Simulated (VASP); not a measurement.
# GaN (P6_3mc) in VASP: notebook

GaN is run at these levels: PBEsol; tasks: single point.

Everything below comes from runs of VASP 6.6.1. Logs are shortened: lines on timing, memory, paths and dates and some standing lists are left out, and cuts for length are marked.

**1. The cell of the first run**

Symmetry: P6_3mc, No. 186, hexagonal system. Conventional cell: a = 3.132 Å, b = 3.132 Å, c = 5.104 Å, α = 90.00°, β = 90.00°, γ = 120.00°. Ga (site symmetry 3m) has 4 N at 1.92 Å within 2.5 Å. N (site symmetry 3m) has 4 Ga at 1.92 Å within 2.5 Å.

**2. Single point, PBEsol, non-collinear spin, zero start, spin-orbit coupling**

INCAR reads:

```
PREC     = Accurate       # precision mode
ENCUT    = 520            # plane-wave cutoff, eV
EDIFF    = 1E-7           # SCF threshold, eV
ISMEAR   = 0              # smearing method
SIGMA    = 0.01           # smearing width, eV
LREAL    = False          # projectors in reciprocal space
LASPH    = True           # aspherical terms in the spheres
NELM     = 150            # most SCF steps
ALGO     = Normal         # electronic algorithm
ISIF     = 2              # what is computed and relaxed
LWAVE    = False          # write WAVECAR
LCHARG   = True           # write CHGCAR
LNONCOLLINEAR= True           # non-collinear magnetism
MAGMOM   = 0 0 0 0 0 0 0 0 0 0 0 0 # initial moments
LORBIT   = 11             # projections on sites
LSORBIT  = True           # spin-orbit coupling
GGA_COMPAT= False        
LORBMOM  = True         
GGA      = PS             # functional
LVHAR    = True         
NBANDS   = 50             # bands
```

KPOINTS reads:

```
regular mesh
0
Gamma
  8 8 4
```

POSCAR reads:

```
GaN
1.0
    3.1321802457      0.0000000000      0.0000000000
   -1.5660901228      2.7125476620      0.0000000000
    0.0000000000      0.0000000000      5.1039000636
Ga N
2 2
Direct
    0.3333333333      0.6666666667     -0.0007207688
    0.6666666667      0.3333333333      0.4992792312
    0.3333333333      0.6666666667      0.3757207688
    0.6666666667      0.3333333333      0.8757207688
```

Potentials or basis: VASP PAW PBE potentials, release 64 (Ga_d, N).

Command:

```sh
> cat potpaw_PBE.64/Ga_d/POTCAR potpaw_PBE.64/N/POTCAR > POTCAR
> mpirun -np 1 vasp_ncl > vasp.out
```

OUTCAR:

```text
PREC = Accurate
   ENCUT = 520
   EDIFF = 1E-7
   ISMEAR = 0
   LREAL = False
   LASPH = True
   NELM = 150
   ISIF = 2
   LNONCOLLINEAR = True
   LORBIT = 11
   LSORBIT = True
   GGA = PS

 ion  position               nearest neighbor table
   1  0.333  0.667  0.999-   4 1.92   4 1.92   4 1.92   3 1.92
   2  0.667  0.333  0.499-   3 1.92   3 1.92   3 1.92   4 1.92
   3  0.333  0.667  0.376-   2 1.92   2 1.92   2 1.92   1 1.92
   4  0.667  0.333  0.876-   1 1.92   1 1.92   1 1.92   2 1.92

  LATTYP: Found a hexagonal cell.
 ALAT       =     3.1321802457
 C/A-ratio  =     1.6295039440

  Lattice vectors:

 A1 = (   3.1321802457,   0.0000000000,   0.0000000000)
 A2 = (  -1.5660901228,   2.7125476620,   0.0000000000)
 A3 = (   0.0000000000,   0.0000000000,   5.1039000636)

Analysis of symmetry for initial positions (statically):
=====================================================================
 Subroutine PRICEL returns:
 Original cell was already a primitive cell.

 Routine SETGRP: Setting up the symmetry group for a
 hexagonal supercell.

 Subroutine GETGRP returns: Found 12 space group operations
 (whereof  6 operations were pure point group operations)
 out of a pool of 24 trial point group operations.

The static configuration has the point symmetry C_3v.
 The point group associated with its full space group is C_6v.

Analysis of symmetry for dynamics (positions and initial velocities):
=====================================================================
 Subroutine PRICEL returns:
 Original cell was already a primitive cell.

 Routine SETGRP: Setting up the symmetry group for a
 hexagonal supercell.

 Subroutine GETGRP returns: Found 12 space group operations
 (whereof  6 operations were pure point group operations)
 out of a pool of 24 trial point group operations.

The dynamic configuration has the point symmetry C_3v.
 The point group associated with its full space group is C_6v.

Analysis of structural, dynamic, and magnetic symmetry:
=====================================================================
 Subroutine PRICEL returns:
 Original cell was already a primitive cell.

 Routine SETGRP: Setting up the symmetry group for a
 hexagonal supercell.

 Subroutine GETGRP returns: Found 12 space group operations
 (whereof  6 operations were pure point group operations)
 out of a pool of 24 trial point group operations.

The overall configuration has the point symmetry C_3v.
 The point group associated with its full space group is C_6v.

 Subroutine INISYM returns: Found 12 space group operations
 (whereof  6 operations are pure point group operations),
 and found     1 'primitive' translations

----------------------------------------------------------------------------------------

                                     Primitive cell

  volume of cell :      43.3637

  direct lattice vectors                    reciprocal lattice vectors
     3.132180246  0.000000000  0.000000000     0.319266428  0.184328558  0.000000000
    -1.566090123  2.712547662  0.000000000     0.000000000  0.368657117  0.000000000
     0.000000000  0.000000000  5.103900064     0.000000000  0.000000000  0.195928601

  length of vectors
     3.132180246  3.132180246  5.103900064     0.368657117  0.368657117  0.195928601

  position of ions in fractional coordinates (direct lattice)
     0.333333333  0.666666667  0.999279231
     0.666666667  0.333333333  0.499279231
     0.333333333  0.666666667  0.375720769
     0.666666667  0.333333333  0.875720769

  ion indices of the primitive-cell ions
   primitive index   ion index
                 1           1
                 2           2
                 3           3
                 4           4

----------------------------------------------------------------------------------------

 KPOINTS: regular mesh

Automatic generation of k-mesh.
 Grid dimensions read from file:
 generate k-points for:    8    8    4

[... 111 lines left out ...]
  ---------------------------------------------------
  free energy    TOTEN  =       -26.21766990 eV

  energy without entropy =      -26.21766990  energy(sigma->0) =      -26.21766990

 E-fermi :   5.8572     XC(G=0): -12.1879

 val. band max:        5.7767555110   @ k =   0.0000   0.0000   0.0000
 cond. band min:       7.9850210560   @ k =   0.0000   0.0000   0.0000
 fundamental gap:      2.2082655451
 Fermi energy:         5.8572241099

 k-point     1 :       0.0000    0.0000    0.0000
  band No.  band energies     occupation
      1     -10.6718      1.00000
      2     -10.6718      1.00000
      3      -9.5516      1.00000
      4      -9.5516      1.00000
      5      -7.8629      1.00000
      6      -7.8629      1.00000
[... 1213 lines left out ...]
     47      16.1226      0.00000
     48      16.1786      0.00000

 [... further k-points ...]

 [bands above 48 left out]

------------------------ aborting loop because EDIFF is reached ----------------------------------------

  FORCE on cell =-STRESS in cart. coord.  units (eV):
  Direction    XX          YY          ZZ          XY          YZ          ZX
  --------------------------------------------------------------------------------------
  -------------------------------------------------------------------------------------
  Total        2.6244532      2.6244532      2.6390918      0.0000000     -0.0000000      0.0000000
  in kB       96.9668164     96.9668164     97.5076723      0.0000000     -0.0000000      0.0000000
  external PRESSURE =      97.1471017 kB  Pullay stress =       0.0000000 kB

 VOLUME and BASIS-vectors are now :
 -----------------------------------------------------------------------------
  energy-cutoff  :      520.00
  volume of cell :       43.36
      direct lattice vectors                 reciprocal lattice vectors
     3.132180246  0.000000000  0.000000000     0.319266428  0.184328558  0.000000000
    -1.566090123  2.712547662  0.000000000     0.000000000  0.368657117  0.000000000
     0.000000000  0.000000000  5.103900064     0.000000000  0.000000000  0.195928601

 POSITION                                       TOTAL-FORCE (eV/Angst)
 -----------------------------------------------------------------------------------
     -0.00000      1.80837      5.10022         0.000000     -0.000000      0.000264
      1.56609      0.90418      2.54827        -0.000000      0.000000      0.000264
     -0.00000      1.80837      1.91764         0.000000     -0.000000     -0.000264
      1.56609      0.90418      4.46959        -0.000000      0.000000     -0.000264
 -----------------------------------------------------------------------------------
    total drift:                               -0.000000      0.000000      0.000657

  FREE ENERGIE OF THE ION-ELECTRON SYSTEM (eV)
  ---------------------------------------------------
  free  energy   TOTEN  =       -26.2176699048 eV

  energy  without entropy=      -26.2176699048  energy(sigma->0) =      -26.21766990

 orbital moment (x)

 # of ion     p       d       tot
 ----------------------------------------
  1         0.000  -0.000   0.000
  2         0.000   0.000   0.000
  3        -0.000   0.000  -0.000
  4         0.000   0.000   0.000
 ----------------------------------------
            0.000  -0.000   0.000

 orbital moment (y)

 # of ion     p       d       tot
 ----------------------------------------
  1        -0.000   0.000  -0.000
  2         0.000  -0.000  -0.000
  3        -0.000   0.000  -0.000
  4        -0.000   0.000  -0.000
 ----------------------------------------
           -0.000  -0.000  -0.000

 orbital moment (z)

 # of ion     p       d       tot
 ----------------------------------------
  1         0.000   0.000   0.000
  2        -0.000  -0.000  -0.000
  3         0.000   0.000   0.000
  4         0.000   0.000   0.000
 ----------------------------------------
            0.000  -0.000   0.000

 Spin-Orbit-Coupling matrix elements

 Ion:    1  E_soc:     -0.0111626
 l=   1
     0.0000000    -0.0010246    -0.0010307
    -0.0010246     0.0000000    -0.0010246
    -0.0010307    -0.0010246     0.0000000
 l=   2
     0.0000000    -0.0001649     0.0000000    -0.0001649    -0.0006730
    -0.0001649     0.0000000    -0.0005035    -0.0001618    -0.0001649
     0.0000000    -0.0005035     0.0000000    -0.0005035     0.0000000
    -0.0001649    -0.0001618    -0.0005035     0.0000000    -0.0001649
    -0.0006730    -0.0001649     0.0000000    -0.0001649     0.0000000
 l=   3
     0.0000000     0.0000000     0.0000000     0.0000000     0.0000000     0.0000000     0.0000000
     0.0000000     0.0000000     0.0000000     0.0000000     0.0000000     0.0000000     0.0000000
     0.0000000     0.0000000     0.0000000     0.0000000     0.0000000     0.0000000     0.0000000
     0.0000000     0.0000000     0.0000000     0.0000000     0.0000000     0.0000000     0.0000000
[... 49 lines left out ...]
 l=   2
     0.0000000     0.0000000     0.0000000     0.0000000     0.0000000
     0.0000000     0.0000000     0.0000000     0.0000000     0.0000000
     0.0000000     0.0000000     0.0000000     0.0000000     0.0000000
     0.0000000     0.0000000     0.0000000     0.0000000     0.0000000
     0.0000000     0.0000000     0.0000000     0.0000000     0.0000000
 l=   3
     0.0000000     0.0000000     0.0000000     0.0000000     0.0000000     0.0000000     0.0000000
     0.0000000     0.0000000     0.0000000     0.0000000     0.0000000     0.0000000     0.0000000
     0.0000000     0.0000000     0.0000000     0.0000000     0.0000000     0.0000000     0.0000000
     0.0000000     0.0000000     0.0000000     0.0000000     0.0000000     0.0000000     0.0000000
     0.0000000     0.0000000     0.0000000     0.0000000     0.0000000     0.0000000     0.0000000
     0.0000000     0.0000000     0.0000000     0.0000000     0.0000000     0.0000000     0.0000000
     0.0000000     0.0000000     0.0000000     0.0000000     0.0000000     0.0000000     0.0000000

 total charge

# of ion       s       p       d       tot
------------------------------------------
    1        0.799   0.968  10.215  11.982
    2        0.799   0.968  10.215  11.982
    3        1.216   2.551   0.000   3.767
    4        1.216   2.551   0.000   3.767
--------------------------------------------------
tot          4.031   7.038  20.430  31.499

 magnetization (x)

# of ion       s       p       d       tot
------------------------------------------
    1        0.000   0.000   0.000   0.000
    2        0.000   0.000   0.000   0.000
    3        0.000   0.000   0.000   0.000
    4       -0.000   0.000   0.000  -0.000
--------------------------------------------------
tot          0.000   0.000   0.000   0.000

 magnetization (y)

# of ion       s       p       d       tot
------------------------------------------
    1        0.000   0.000   0.000   0.000
    2        0.000   0.000   0.000   0.000
    3        0.000   0.000   0.000   0.000
    4       -0.000  -0.000   0.000  -0.000
--------------------------------------------------
tot         -0.000  -0.000   0.000  -0.000

 magnetization (z)

# of ion       s       p       d       tot
------------------------------------------
    1        0.000  -0.000  -0.000  -0.000
    2       -0.000  -0.000   0.000  -0.000
    3        0.000   0.000   0.000   0.000
    4       -0.000   0.000   0.000  -0.000
--------------------------------------------------
tot          0.000  -0.000  -0.000  -0.000
```

Wall time 5.6 min (1 thread of Intel Xeon 8259CL, shared host); peak memory 0.31 GiB.

What came out:

```
Free energy                                           : -26.2177 eV
Pressure                                              : 9.7 GPa
Net moment                                            : 0.00 μB per cell
Valence electrons inside the program's atomic spheres : Ga 11.98; N 3.77
```

Moments on the atoms (μB; x, y, z):
```
Ga  0.00 0.00 0.00
Ga  0.00 0.00 0.00
N   0.00 0.00 0.00
N   0.00 0.00 0.00
```

Caveat: the cell stands under pressure; the PAW data sets were made with another functional, which shifts forces and pressure a little.

**3. Single point, PBEsol, non-collinear spin, zero start, spin-orbit coupling**

This run uses another cell than the first one, of 10.99 Å³/atom.

INCAR reads:

```
  ALGO = Normal
  EDIFF = 1E-6
  ENCUT = 520
  GGA = PS
  GGA_COMPAT = F
  ISIF = 2
  ISMEAR = 0
  LASPH = T
  LCHARG = F
  LORBIT = 11
  LORBMOM = T
  LREAL = F
  LSORBIT = T
  LWAVE = F
  MAGMOM = 0 0 0 0 0 0 0 0 0 0 0 0
  NBANDS = 50
  NELM = 150
  PREC = Accurate
  SIGMA = 0.01
```

KPOINTS reads:

```
k-points
0
Gamma
  8 8 4
```

POSCAR reads:

```
GaN
1.0
    3.1461869902      0.0000000000      0.0000000000
   -1.5730934951      2.7246778586      0.0000000000
    0.0000000000      0.0000000000      5.1264426238
Ga N
2 2
Direct
    0.3333333333      0.6666666667     -0.0007462060
    0.6666666667      0.3333333333      0.4992537940
    0.3333333333      0.6666666667      0.3757462060
    0.6666666667      0.3333333333      0.8757462060
```

Potentials or basis: VASP PAW PBE potentials, release 64 (Ga_d, N).

Command:

```sh
> cat potpaw_PBE.64/Ga_d/POTCAR potpaw_PBE.64/N/POTCAR > POTCAR
> mpirun -np 1 vasp_ncl > vasp.out
```

It took 4.9 min on 1 thread of Intel Xeon 8259CL, shared host; peak memory 0.32 GiB.

Results (log left out):

| Item | Value |
| --- | --- |
| Free energy | -26.2478 eV |
| Pressure | 6.7 GPa |
| Net moment | 0.00 μB per cell |
| Valence electrons inside the program's atomic spheres | Ga 11.95; N 3.76 |

Moments on the atoms (μB; x, y, z):
```
Ga  0.00 0.00 0.00
Ga  0.00 0.00 0.00
N   0.00 0.00 0.00
N   0.00 0.00 0.00
```

Caveat: the cell stands under pressure; the PAW data sets were made with another functional, which shifts forces and pressure a little.
